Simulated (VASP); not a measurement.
# SiC (I-4m2) in VASP: single point with HSE06

Aim: the single point of SiC with HSE06.

Program: VASP 6.6.1. These are calculated values, not measurements. Logs are shortened: lines on timing, memory, paths and dates and some standing lists are left out, and cuts for length are marked.

**1. The cell of the first run**

It takes space group I-4m2 (No. 119, tetragonal). The conventional cell has a = 3.080 Å, b = 3.080 Å, c = 4.286 Å, α = 90.00°, β = 90.00°, γ = 90.00°. Si (site symmetry -4m2) has 4 C at 1.88 Å within 2.5 Å. C (site symmetry -4m2) has 4 Si at 1.88 Å within 2.5 Å.

**2. Single point, HSE06 (uniaxial x strain -1.6%)**

POSCAR reads:

```
SiC
1.0
    0.0000000000      2.1780523476      2.1780523476
    2.1429857048      0.0000000000      2.1780523476
    2.1429857048      2.1780523476      0.0000000000
Si C
1 1
Direct
    0.0000000000      0.0000000000      0.0000000000
    0.2500000000      0.2500000000      0.2500000000
```

INCAR.step1 reads:

```
SYSTEM = SiC
PREC = Accurate ; ENCUT = 520
EDIFF = 1E-5 ; ISMEAR = 0
SIGMA = 0.01 ; LREAL = .False.
LASPH = .True. ; NELM = 100
ALGO = Normal ; ISIF = 2
LWAVE = .True. ; LCHARG = .False.
GGA = PE ; NBANDS = 11
```

INCAR.step2 reads:

```
SYSTEM = SiC
PREC = Accurate ; ENCUT = 520
EDIFF = 1E-6 ; ISMEAR = 0
SIGMA = 0.01 ; LREAL = .False.
LASPH = .True. ; NELM = 100
ALGO = Normal ; ISIF = 2
LWAVE = .False. ; LCHARG = .False.
GGA = PE ; LHFCALC = .True.
HFSCREEN = 0.2079 ; PRECFOCK = Normal
ISTART = 1 ; NBANDS = 11
```

KPOINTS reads:

```
regular mesh
0
Gamma
  8 8 8
  0 0 0
```

Potentials or basis: VASP PAW PBE potentials, release 64 (Si, C).

Launch:

```sh
> cat potpaw_PBE.64/Si/POTCAR potpaw_PBE.64/C/POTCAR > POTCAR
> cp INCAR.step1 INCAR
> mpirun -np 1 vasp_std > vasp.out
> cp INCAR.step2 INCAR
> mpirun -np 1 vasp_std > vasp.out
```

OUTCAR:

```text
SYSTEM = SiC
   PREC = Accurate
   ENCUT = 520
   EDIFF = 1E-6
   ISMEAR = 0
   LREAL = .False.
   LASPH = .True.
   NELM = 100
   ISIF = 2
   GGA = PE
   LHFCALC = .True.
   HFSCREEN = 0.2079
   PRECFOCK = Normal
   ISTART = 1

 ion  position               nearest neighbor table
   1  0.000  0.000  0.000-   2 1.88   2 1.88   2 1.88   2 1.88
   2  0.250  0.250  0.250-   1 1.88   1 1.88   1 1.88   1 1.88

  LATTYP: Found a body centered tetragonal cell.
 ALAT       =     3.0802311695
 C/A-ratio  =     1.3914447240

  Lattice vectors:

 A1 = (  -2.1429857048,   0.0000000000,  -2.1780523476)
 A2 = (  -2.1429857048,   0.0000000000,   2.1780523476)
 A3 = (   2.1429857048,   2.1780523476,   0.0000000000)

Analysis of symmetry for initial positions (statically):
=====================================================================
 Subroutine PRICEL returns:
 Original cell was already a primitive cell.

 Routine SETGRP: Setting up the symmetry group for a
 body centered tetragonal supercell.

 Subroutine GETGRP returns: Found  8 space group operations
 (whereof  8 operations were pure point group operations)
 out of a pool of 16 trial point group operations.

The static configuration has the point symmetry D_2d.

Analysis of symmetry for dynamics (positions and initial velocities):
=====================================================================
 Subroutine PRICEL returns:
 Original cell was already a primitive cell.

 Routine SETGRP: Setting up the symmetry group for a
 body centered tetragonal supercell.

 Subroutine GETGRP returns: Found  8 space group operations
 (whereof  8 operations were pure point group operations)
 out of a pool of 16 trial point group operations.

The dynamic configuration has the point symmetry D_2d.

 Subroutine INISYM returns: Found  8 space group operations
 (whereof  8 operations are pure point group operations),
 and found     1 'primitive' translations

----------------------------------------------------------------------------------------

                                     Primitive cell

  volume of cell :      20.3323

  direct lattice vectors                    reciprocal lattice vectors
     0.000000000  2.178052348  2.178052348    -0.233319335  0.229562894  0.229562894
     2.142985705  0.000000000  2.178052348     0.233319335 -0.229562894  0.229562894
     2.142985705  2.178052348  0.000000000     0.233319335  0.229562894 -0.229562894

  length of vectors
     3.080231170  3.055535920  3.055535920     0.399795143  0.399795143  0.399795143

  position of ions in fractional coordinates (direct lattice)
     0.000000000  0.000000000  0.000000000
     0.250000000  0.250000000  0.250000000

  ion indices of the primitive-cell ions
   primitive index   ion index
                 1           1
                 2           2

----------------------------------------------------------------------------------------

 KPOINTS: regular mesh

Automatic generation of k-mesh.
 Grid dimensions read from file:
 generate k-points for:    8    8    8

 Generating k-lattice:

  Cartesian coordinates                     Fractional coordinates (reciprocal lattice)
    -0.029164917  0.028695362  0.028695362     0.125000000 -0.000000000 -0.000000000
     0.029164917 -0.028695362  0.028695362     0.000000000  0.125000000  0.000000000
     0.029164917  0.028695362 -0.028695362     0.000000000  0.000000000  0.125000000

  Length of vectors
     0.049974393  0.049974393  0.049974393

  Shift w.r.t. Gamma in fractional coordinates (k-lattice)
     0.000000000  0.000000000  0.000000000

 Subroutine IBZKPT returns following result:
 ===========================================

 Found     59 irreducible k-points:

 Following reciprocal coordinates:
            Coordinates               Weight
  0.000000  0.000000  0.000000      1.000000
  0.125000  0.000000  0.000000      8.000000
  0.250000  0.000000  0.000000      8.000000
  0.375000  0.000000  0.000000      8.000000
  0.500000  0.000000  0.000000      4.000000
  0.125000  0.125000  0.000000      4.000000
[... 16 lines left out ...]
  0.250000  0.125000  0.125000      4.000000
  0.375000  0.125000  0.125000      8.000000
 [... further k-points ...]
   k-points           NKPTS =     59   k-points in BZ     NKDIM =    512   number of bands    NBANDS=     11
   number of dos      NEDOS =    301   number of ions     NIONS =      2
   total plane-waves  NPLWV =  13824
   dimension x,y,z NGX =    24 NGY =   24 NGZ =   24
   dimension x,y,z NGXF=    48 NGYF=   48 NGZF=   48
   ions per type =               1   1
   NGX,Y,Z   is equivalent  to a cutoff of  12.95, 13.06, 13.06 a.u.
   NGXF,Y,Z  is equivalent  to a cutoff of  25.91, 26.12, 26.12 a.u.
 SYSTEM =  SiC
   PREC   = accura    normal or accurate (medium, high low for compatibility)
   ISTART =      1    job   : 0-new  1-cont  2-samecut
   ICHARG =      0    charge: 1-file 2-atom 10-const
   ISPIN  =      1    spin polarized calculation?
   LNONCOLLINEAR =      F non collinear calculations
   LSORBIT =      F    spin-orbit coupling
   LASPH  =      T    aspherical Exc in radial PAW
   ENCUT  =  520.0 eV  38.22 Ry    6.18 a.u.   5.73  5.68  5.68*2*pi/ulx,y,z
   NELM   =    100;   NELMIN=  2; NELMDL=  0     # of ELM steps
   EDIFF  = 0.1E-05   stopping-criterion for ELM
   LREAL  =      F    real-space projection
   EDIFFG = 0.1E-04   stopping-criterion for IOM
   NSW    =      0    number of steps for IOM
   IBRION =     -1    ionic relax: 0-MD 1-quasi-New 2-CG
   NFREE  =      0    steps in history (QN), initial steepest desc. (CG)
   ISIF   =      2    stress and relaxation
   ISYM   =      3    0-nonsym 1-usesym 2-fastsym
   POTIM  = 0.5000    time-step for ionic-motion
   TEBEG  =    0.0;   TEEND  =   0.0 temperature during run
   PSTRESS=    0.0 pullay stress
   NELECT =       8.0000    total number of electrons
   NUPDOWN=      -1.0000    fix difference up-down
   EMIN   =  10.00;   EMAX   =-10.00  energy-range for DOS
   EFERMI =   0.00;   METHOD = LEGACY
   ISMEAR =     0;   SIGMA  =   0.01  broadening in eV -4-tet -1-fermi 0-gaus
   EFERMI_NEDOS =   21; number of points for ismear=-14 and -15
   IALGO  =     38    algorithm
   IMIX   =      1    mixing-type and parameters
     AMIX     =   0.40;   BMIX     =  1.00
     AMIX_MAG =   1.60;   BMIX_MAG =  1.00
  volume/ion in A,a.u.               =      10.17        68.60
  Fermi-wavevector in a.u.,A,eV,Ry     =   1.199618  2.266949 19.579907  1.439083
  Thomas-Fermi vector in A             =   2.335476
   LORBIT       =      0    0 simple, 1 ext, 2 COOP (PROOUT), +10 PAW based schemes
   GGA     = PE    functional components
   LHFCALC =     T    Hartree Fock is set to
   PRECFOCK=normal    Normal, Fast or Accurate (Low or Medium for compatibility)
   ENCUT4O =  -1.0   cutoff for four orbital integrals eV
   NKREDX  =     1    reduce k-point grid by
   NKREDY  =     1    reduce k-point grid by
   NKREDZ  =     1    reduce k-point grid by
   AEXX    =    0.2500 exact exchange contribution
   HFSCREEN=    0.2079 screening length (either q_TF or 0.3 A-1)
   HFSCREENC=   0.2079 screening length for correlation (either q_TF or 0.3 A-1)
   ENCUTFOCK=  -1.0 apply spherical cutoff to Coloumb kernel
   IVDW    =     0    specifies the selected vdW correction
   LEPSILON=     F    determine dielectric tensor
   LRPA    =     F    only Hartree local field effects (RPA)
 non-spin polarized calculation
 Gauss-broadening in eV      SIGMA  =   0.01
  energy-cutoff  :      520.00
  volume of cell :       20.33
 maximum number of plane-waves:       560
  NGX = 18; NGY = 18; NGZ = 18

 number of electron       8.0000000 magnetization

 Free energy of the ion-electron system (eV)
  ---------------------------------------------------
  ext. energy  EPLUGINS =         0.00000000
  ---------------------------------------------------
  free energy    TOTEN  =       -17.41957455 eV

  energy without entropy =      -17.41957455  energy(sigma->0) =      -17.41957455

 E-fermi :   7.8804     XC(G=0):  -9.4161

 val. band max:        7.7593456255   @ k =   0.0000   0.0000   0.0000
 cond. band min:       9.8031142427   @ k =   0.0000   0.5000   0.5000
 fundamental gap:      2.0437686172
 Fermi energy:         7.8803561181

 k-point     1 :       0.0000    0.0000    0.0000
  band No.  band energies     occupation
      1      -9.4469      2.00000
      2       7.6477      2.00000
      3       7.6477      2.00000
      4       7.7593      2.00000
      5      15.4363      0.00000
      6      16.3756      0.00000
      7      16.4200      0.00000
      8      16.4200      0.00000
      9      23.6177      0.00000
     10      24.1277      0.00000
     11      25.9489      0.00000

 k-point     2 :       0.1250    0.0000    0.0000
  band No.  band energies     occupation
      1      -9.1113      2.00000
      2       6.0695      2.00000
      3       7.4166      2.00000
      4       7.5169      2.00000
      5      15.6009      0.00000
      6      16.7816      0.00000
      7      16.7933      0.00000
      8      17.0750      0.00000
      9      22.3609      0.00000
     10      22.7162      0.00000
     11      25.3951      0.00000

 k-point     3 :       0.2500    0.0000    0.0000
  band No.  band energies     occupation
      1      -8.1296      2.00000
      2       2.9506      2.00000
      3       6.9454      2.00000
      4       7.0954      2.00000
      5      15.0565      0.00000
      6      16.9586      0.00000
      7      17.1227      0.00000
      8      18.7351      0.00000
      9      22.3696      0.00000
     10      22.4281      0.00000
     11      24.4719      0.00000
[... 267 lines left out ...]
 k-point    23 :       0.2500    0.1250    0.1250
  band No.  band energies     occupation
      1      -8.5682      2.00000
      2       4.7475      2.00000
      3       6.1292      2.00000
      4       7.4482      2.00000
      5      16.2130      0.00000
      6      16.4539      0.00000
      7      16.9090      0.00000
      8      18.1047      0.00000
      9      20.6960      0.00000
     10      22.9305      0.00000
     11      27.5531      0.00000

 k-point    24 :       0.3750    0.1250    0.1250
  band No.  band energies     occupation
      1      -7.4086      2.00000
      2       2.0545      2.00000
      3       5.2849      2.00000
      4       6.9537      2.00000
      5      15.5403      0.00000
      6      16.6848      0.00000
      7      17.0671      0.00000
      8      19.0169      0.00000
      9      21.2166      0.00000
     10      24.4009      0.00000
     11      27.0664      0.00000

 [... further k-points ...]
[... 5 lines left out ...]
  --------------------------------------------------------------------------------------
  -------------------------------------------------------------------------------------
  Total        0.6561464      0.1031321      0.1031321      0.0000000      0.0000000      0.0000000
  in kB       51.7041507      8.1267782      8.1267782      0.0000000      0.0000000      0.0000000
  external PRESSURE =      22.6525690 kB  Pullay stress =       0.0000000 kB

 VOLUME and BASIS-vectors are now :
 -----------------------------------------------------------------------------
  energy-cutoff  :      520.00
  volume of cell :       20.33
      direct lattice vectors                 reciprocal lattice vectors
     0.000000000  2.178052348  2.178052348    -0.233319335  0.229562894  0.229562894
     2.142985705  0.000000000  2.178052348     0.233319335 -0.229562894  0.229562894
     2.142985705  2.178052348  0.000000000     0.233319335  0.229562894 -0.229562894

 POSITION                                       TOTAL-FORCE (eV/Angst)
 -----------------------------------------------------------------------------------
      0.00000      0.00000      0.00000        -0.000000     -0.000000     -0.000000
      1.07149      1.08903      1.08903         0.000000      0.000000      0.000000
 -----------------------------------------------------------------------------------
    total drift:                               -0.000000      0.000000      0.000000

  FREE ENERGIE OF THE ION-ELECTRON SYSTEM (eV)
  ---------------------------------------------------
  free  energy   TOTEN  =       -17.4195745530 eV

  energy  without entropy=      -17.4195745530  energy(sigma->0) =      -17.41957455
```

Wall time 36 min (1 thread of Oxide Virtual Turin-like, shared host); peak memory 0.23 GiB.

What came out:

| Item | Value |
| --- | --- |
| Free energy | -17.4196 eV |
| Pressure | 2.3 GPa |
| Band gap on the k mesh | 2.04 eV (least direct gap 5.73 eV) |

Stress tensor (GPa, compression positive):
```
5.17 0.00 0.00
0.00 0.81 0.00
0.00 0.00 0.81
```

Caveat: the cell differs from its parent crystal (uniaxial x strain -1.6%); the PAW data sets were made with another functional, which shifts forces and pressure a little. A k mesh can miss the band edges.
